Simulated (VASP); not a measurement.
# VO2 (P4_2/mnm) in VASP: notebook

The runs below take VO2 through single point, with PBE.

All numbers are computed with VASP 6.6.1; they aren't measurements. Logs are shortened: lines on timing, memory, paths and dates and some standing lists are left out, and cuts for length are marked.

## Step 1: The cell of the first run

Symmetry: P4_2/mnm, No. 136, tetragonal system. Conventional cell: a = 4.517 Å, b = 4.517 Å, c = 2.872 Å, α = 90.00°, β = 90.00°, γ = 90.00°. Within 2.6 Å of O (site symmetry m2m) lie 3 V at 1.92 Å and 1 O at 2.56 Å. Within 2.5 Å of V (site symmetry mmm) lie 6 O at 1.92 Å.

## Step 2: Single point, PBE, collinear spin, ferromagnetic start

INCAR reads:

```
ALGO = Normal
EDIFF = 1E-6
ENCUT = 600
GGA = PE
GGA_COMPAT = False
ISIF = 2
ISMEAR = 0
ISPIN = 2
LASPH = True
LCHARG = False
LMAXMIX = 4
LORBIT = 11
LREAL = False
LWAVE = False
MAGMOM = 0 0 0 0 2 2
NBANDS = 38
NELM = 200
PREC = Accurate
SIGMA = 0.05
```

KPOINTS reads:

```
k-points
0
Gamma
  4 4 7
```

POSCAR reads:

```
VO2
1.0
    4.5170000000      0.0000000000      0.0000000000
    0.0000000000      4.5170000000      0.0000000000
    0.0000000000      0.0000000000      2.8720000000
O V
4 2
Direct
    0.3000000000      0.3000000000      0.0000000000
    0.2000000000      0.8000000000      0.5000000000
    0.7000000000      0.7000000000      0.0000000000
    0.8000000000      0.2000000000      0.5000000000
    0.0000000000      0.0000000000      0.0000000000
    0.5000000000      0.5000000000      0.5000000000
```

Potentials or basis: VASP PAW PBE potentials, release 64 (O, V_sv).

Started as:

```console
$ cat potpaw_PBE.64/O/POTCAR potpaw_PBE.64/V_sv/POTCAR > POTCAR
$ mpirun -np 1 vasp_std > vasp.out
```

OUTCAR:

```text
EDIFF = 1E-6
   ENCUT = 600
   GGA = PE
   ISIF = 2
   ISMEAR = 0
   ISPIN = 2
   LASPH = True
   LORBIT = 11
   LREAL = False
   NELM = 200
   PREC = Accurate

 ion  position               nearest neighbor table
   1  0.300  0.300  0.000-   5 1.92   6 1.92   6 1.92
   2  0.200  0.800  0.500-   6 1.92   5 1.92   5 1.92
   3  0.700  0.700  0.000-   5 1.92   6 1.92   6 1.92
   4  0.800  0.200  0.500-   6 1.92   5 1.92   5 1.92
   5  0.000  0.000  0.000-   1 1.92   3 1.92   2 1.92   4 1.92   2 1.92   4 1.92
   6  0.500  0.500  0.500-   2 1.92   4 1.92   3 1.92   1 1.92   1 1.92   3 1.92

  LATTYP: Found a simple tetragonal cell.
 ALAT       =     4.5170000000
 C/A-ratio  =     0.6358202347

  Lattice vectors:

 A1 = (   4.5170000000,   0.0000000000,   0.0000000000)
 A2 = (   0.0000000000,   4.5170000000,   0.0000000000)
 A3 = (   0.0000000000,   0.0000000000,   2.8720000000)

Analysis of symmetry for initial positions (statically):
=====================================================================
 Subroutine PRICEL returns:
 Original cell was already a primitive cell.

 Routine SETGRP: Setting up the symmetry group for a
 simple tetragonal supercell.

 Subroutine GETGRP returns: Found 16 space group operations
 (whereof  8 operations were pure point group operations)
 out of a pool of 16 trial point group operations.

The static configuration has the point symmetry D_2h.
 The point group associated with its full space group is D_4h.

Analysis of symmetry for dynamics (positions and initial velocities):
=====================================================================
 Subroutine PRICEL returns:
 Original cell was already a primitive cell.

 Routine SETGRP: Setting up the symmetry group for a
 simple tetragonal supercell.

 Subroutine GETGRP returns: Found 16 space group operations
 (whereof  8 operations were pure point group operations)
 out of a pool of 16 trial point group operations.

The dynamic configuration has the point symmetry D_2h.
 The point group associated with its full space group is D_4h.

Analysis of structural, dynamic, and magnetic symmetry:
=====================================================================
 Subroutine PRICEL returns:
 Original cell was already a primitive cell.

 Routine SETGRP: Setting up the symmetry group for a
 simple tetragonal supercell.

 Subroutine GETGRP returns: Found 16 space group operations
 (whereof  8 operations were pure point group operations)
 out of a pool of 16 trial point group operations.

The overall configuration has the point symmetry D_2h.
 The point group associated with its full space group is D_4h.

 Subroutine INISYM returns: Found 16 space group operations
 (whereof  8 operations are pure point group operations),
 and found     1 'primitive' translations

----------------------------------------------------------------------------------------

                                     Primitive cell

  volume of cell :      58.5982

  direct lattice vectors                    reciprocal lattice vectors
     4.517000000  0.000000000  0.000000000     0.221385876  0.000000000  0.000000000
     0.000000000  4.517000000  0.000000000     0.000000000  0.221385876  0.000000000
     0.000000000  0.000000000  2.872000000     0.000000000  0.000000000  0.348189415

  length of vectors
     4.517000000  4.517000000  2.872000000     0.221385876  0.221385876  0.348189415

  position of ions in fractional coordinates (direct lattice)
     0.300000000  0.300000000  0.000000000
     0.200000000  0.800000000  0.500000000
     0.700000000  0.700000000  0.000000000
     0.800000000  0.200000000  0.500000000
     0.000000000  0.000000000  0.000000000
     0.500000000  0.500000000  0.500000000

  ion indices of the primitive-cell ions
   primitive index   ion index
                 1           1
                 2           2
                 3           3
                 4           4
                 5           5
                 6           6

----------------------------------------------------------------------------------------

 KPOINTS: k-points

Automatic generation of k-mesh.
 Grid dimensions read from file:
 generate k-points for:    4    4    7

 Generating k-lattice:

  Cartesian coordinates                     Fractional coordinates (reciprocal lattice)
     0.055346469  0.000000000  0.000000000     0.250000000  0.000000000  0.000000000
     0.000000000  0.055346469  0.000000000     0.000000000  0.250000000  0.000000000
     0.000000000  0.000000000  0.049741345     0.000000000  0.000000000  0.142857143

  Length of vectors
     0.055346469  0.055346469  0.049741345

  Shift w.r.t. Gamma in fractional coordinates (k-lattice)
     0.000000000  0.000000000  0.000000000

 Subroutine IBZKPT returns following result:
 ===========================================

 Found     24 irreducible k-points:

 Following reciprocal coordinates:
            Coordinates               Weight
  0.000000  0.000000  0.000000      1.000000
  0.250000  0.000000  0.000000      4.000000
  0.500000  0.000000  0.000000      2.000000
  0.250000  0.250000  0.000000      4.000000
  0.500000  0.250000  0.000000      4.000000
  0.500000  0.500000  0.000000      1.000000
[... 16 lines left out ...]
  0.500000  0.250000  0.428571      8.000000
  0.500000  0.500000  0.428571      2.000000
   k-points           NKPTS =     24   k-points in BZ     NKDIM =     24   number of bands    NBANDS=     38
   number of dos      NEDOS =    301   number of ions     NIONS =      6
   total plane-waves  NPLWV =  31104
   dimension x,y,z NGX =    36 NGY =   36 NGZ =   24
   dimension x,y,z NGXF=    72 NGYF=   72 NGZF=   48
   ions per type =               4   2
   NGX,Y,Z   is equivalent  to a cutoff of  13.25, 13.25, 13.89 a.u.
   NGXF,Y,Z  is equivalent  to a cutoff of  26.50, 26.50, 27.78 a.u.
 SYSTEM =  unknown system
   PREC   = accura    normal or accurate (medium, high low for compatibility)
   ISTART =      0    job   : 0-new  1-cont  2-samecut
   ICHARG =      2    charge: 1-file 2-atom 10-const
   ISPIN  =      2    spin polarized calculation?
   LNONCOLLINEAR =      F non collinear calculations
   LSORBIT =      F    spin-orbit coupling
   LASPH  =      T    aspherical Exc in radial PAW
   ENCUT  =  600.0 eV  44.10 Ry    6.64 a.u.   9.02  9.02  5.74*2*pi/ulx,y,z
   NELM   =    200;   NELMIN=  2; NELMDL= -5     # of ELM steps
   EDIFF  = 0.1E-05   stopping-criterion for ELM
   LREAL  =      F    real-space projection
   EDIFFG = 0.1E-04   stopping-criterion for IOM
   NSW    =      0    number of steps for IOM
   IBRION =     -1    ionic relax: 0-MD 1-quasi-New 2-CG
   NFREE  =      0    steps in history (QN), initial steepest desc. (CG)
   ISIF   =      2    stress and relaxation
   ISYM   =      2    0-nonsym 1-usesym 2-fastsym
   POTIM  = 0.5000    time-step for ionic-motion
   TEBEG  =    0.0;   TEEND  =   0.0 temperature during run
   PSTRESS=    0.0 pullay stress
   NELECT =      50.0000    total number of electrons
   NUPDOWN=      -1.0000    fix difference up-down
   EMIN   =  10.00;   EMAX   =-10.00  energy-range for DOS
   EFERMI =   0.00;   METHOD = LEGACY
   ISMEAR =     0;   SIGMA  =   0.05  broadening in eV -4-tet -1-fermi 0-gaus
   EFERMI_NEDOS =   21; number of points for ismear=-14 and -15
   IALGO  =     38    algorithm
   IMIX   =      4    mixing-type and parameters
     AMIX     =   0.40;   BMIX     =  1.00
     AMIX_MAG =   1.60;   BMIX_MAG =  1.00
  volume/ion in A,a.u.               =       9.77        65.91
  Fermi-wavevector in a.u.,A,eV,Ry     =   1.552756  2.934284 32.804355  2.411052
  Thomas-Fermi vector in A             =   2.657086
   LORBIT       =     11    0 simple, 1 ext, 2 COOP (PROOUT), +10 PAW based schemes
   GGA     = PE    functional components
   LHFCALC =     F    Hartree Fock is set to
   AEXX    =    0.0000 exact exchange contribution
   IVDW    =     0    specifies the selected vdW correction
   LEPSILON=     F    determine dielectric tensor
   LRPA    =     F    only Hartree local field effects (RPA)
 spin polarized calculation
 Gauss-broadening in eV      SIGMA  =   0.05
  energy-cutoff  :      600.00
  volume of cell :       58.60
 maximum number of plane-waves:      1976
   NGX = 19   NGY = 19   NGZ = 11

 number of electron      49.9999998 magnetization       1.9997230

 Free energy of the ion-electron system (eV)
  ---------------------------------------------------
  ext. energy  EPLUGINS =         0.00000000
  ---------------------------------------------------
  free energy    TOTEN  =       -51.92761414 eV

  energy without entropy =      -51.92385700  energy(sigma->0) =      -51.92573557

 E-fermi :   6.4307     XC(G=0): -11.8203

 val. band max:        6.4198383962   @ k =   0.2500   0.2500   0.2857
 cond. band min:       6.4401436581   @ k =   0.2500   0.0000   0.1429
 fundamental gap:      0.0203052620
 Fermi energy:         6.4307440070

 spin component 1

 k-point     1 :       0.0000    0.0000    0.0000
  band No.  band energies     occupation
      1     -59.6715      1.00000
      2     -59.6614      1.00000
      3     -33.5126      1.00000
      4     -33.5126      1.00000
      5     -33.4359      1.00000
      6     -33.4216      1.00000
[... 29 lines left out ...]
     36      16.8255      0.00000
     37      16.8255      0.00000

 k-point     2 :       0.2500    0.0000    0.0000
  band No.  band energies     occupation
      1     -59.6700      1.00000
      2     -59.6629      1.00000
      3     -33.5002      1.00000
      4     -33.4993      1.00000
      5     -33.4358      1.00000
      6     -33.4349      1.00000
[... 29 lines left out ...]
     36      16.7018      0.00000
     37      17.2932      0.00000
[... 838 lines left out ...]
     36      17.4414      0.00000
     37      19.2554      0.00000

 k-point    24 :       0.5000    0.5000    0.4286
  band No.  band energies     occupation
      1     -59.6382      1.00000
      2     -59.6382      1.00000
      3     -33.7241      1.00000
      4     -33.7241      1.00000
      5     -33.4469      1.00000
      6     -33.4469      1.00000
[... 29 lines left out ...]
     36      17.1282      0.00000
     37      19.0566      0.00000
 Fermi energy:         6.4307440070

 spin component 2

 k-point     1 :       0.0000    0.0000    0.0000
  band No.  band energies     occupation
      1     -58.5682      1.00000
      2     -58.5575      1.00000
      3     -32.4275      1.00000
      4     -32.4275      1.00000
      5     -32.3637      1.00000
      6     -32.3406      1.00000
[... 29 lines left out ...]
     36      17.1044      0.00000
     37      17.1044      0.00000

 k-point     2 :       0.2500    0.0000    0.0000
  band No.  band energies     occupation
      1     -58.5666      1.00000
      2     -58.5590      1.00000
      3     -32.4142      1.00000
      4     -32.4132      1.00000
      5     -32.3603      1.00000
      6     -32.3439      1.00000
[... 29 lines left out ...]
     36      16.9174      0.00000
     37      17.5827      0.00000
[... 838 lines left out ...]
     36      17.5533      0.00000
     37      19.4456      0.00000

 k-point    24 :       0.5000    0.5000    0.4286
  band No.  band energies     occupation
      1     -58.5334      1.00000
      2     -58.5334      1.00000
      3     -32.6707      1.00000
      4     -32.6707      1.00000
      5     -32.3655      1.00000
      6     -32.3655      1.00000
[... 29 lines left out ...]
     36      17.2215      0.00000
     37      19.3813      0.00000
 [bands above 37 left out]

------------------------ aborting loop because EDIFF is reached ----------------------------------------

  FORCE on cell =-STRESS in cart. coord.  units (eV):
  Direction    XX          YY          ZZ          XY          YZ          ZX
  --------------------------------------------------------------------------------------
  -------------------------------------------------------------------------------------
  Total        2.3851799      2.3851799      0.1299480      0.0000000      0.0000000      0.0000000
  in kB       65.2149407     65.2149407      3.5530039      0.0000000      0.0000000      0.0000000
  external PRESSURE =      44.6609617 kB  Pullay stress =       0.0000000 kB

 VOLUME and BASIS-vectors are now :
 -----------------------------------------------------------------------------
  energy-cutoff  :      600.00
  volume of cell :       58.60
      direct lattice vectors                 reciprocal lattice vectors
     4.517000000  0.000000000  0.000000000     0.221385876  0.000000000  0.000000000
     0.000000000  4.517000000  0.000000000     0.000000000  0.221385876  0.000000000
     0.000000000  0.000000000  2.872000000     0.000000000  0.000000000  0.348189415

 POSITION                                       TOTAL-FORCE (eV/Angst)
 -----------------------------------------------------------------------------------
      1.35510      1.35510      0.00000        -0.056294     -0.056294      0.000000
      0.90340      3.61360      1.43600         0.056294     -0.056294     -0.000000
      3.16190      3.16190      0.00000         0.056294      0.056294     -0.000000
      3.61360      0.90340      1.43600        -0.056294      0.056294     -0.000000
      0.00000      0.00000      0.00000         0.000000      0.000000     -0.000000
      2.25850      2.25850      1.43600         0.000000      0.000000     -0.000000
 -----------------------------------------------------------------------------------
    total drift:                                0.000000      0.000000      0.000000

  FREE ENERGIE OF THE ION-ELECTRON SYSTEM (eV)
  ---------------------------------------------------
  free  energy   TOTEN  =       -51.9276141429 eV

  energy  without entropy=      -51.9238570002  energy(sigma->0) =      -51.92573557

 total charge

# of ion       s       p       d       tot
------------------------------------------
    1        1.570   3.485   0.000   5.055
    2        1.570   3.485   0.000   5.055
    3        1.570   3.485   0.000   5.055
    4        1.570   3.485   0.000   5.055
    5        2.287   6.342   2.915  11.544
    6        2.287   6.342   2.915  11.544
--------------------------------------------------
tot         10.852  26.626   5.831  43.309

 magnetization (x)

# of ion       s       p       d       tot
------------------------------------------
    1       -0.002  -0.051   0.000  -0.053
    2       -0.002  -0.051   0.000  -0.053
    3       -0.002  -0.051   0.000  -0.053
    4       -0.002  -0.051   0.000  -0.053
    5        0.014   0.013   1.023   1.049
    6        0.014   0.013   1.023   1.049
--------------------------------------------------
tot          0.020  -0.178   2.045   1.887
```

It took 2.5 min on 1 thread of Oxide Virtual Turin-like, shared host; peak memory 0.22 GiB.

What came out:

```yaml
Free_energy: -51.9276 eV
Pressure: 4.5 GPa
Largest_force: 0.080 eV/Å
Band_gap_on_the_k_mesh: zero (filled and empty bands overlap)
Net_moment: 2.00 μB per cell
Site_moments: O -0.05; V +1.05 μB
Valence_electrons_inside_the_program's_atomic_spheres: O 5.05; V 11.54
```

Forces on the atoms (eV/Å):
```
O   -0.056 -0.056  0.000
O    0.056 -0.056  0.000
O    0.056  0.056  0.000
O   -0.056  0.056  0.000
V    0.000  0.000  0.000
V    0.000  0.000  0.000
```

Caveat: the stress differs along the axes, from 0 to 7 GPa; semilocal functionals often make such compounds metallic where correlation or magnetic order opens a gap, which also shifts bond lengths. With open d or f shells a metallic result of PBE can be an artefact of self-interaction; +U or a hybrid may open a gap.

(Part 1 of 2 ends here.)

The gap in the log of VASP goes by the Fermi energy; the results here count the filled bands.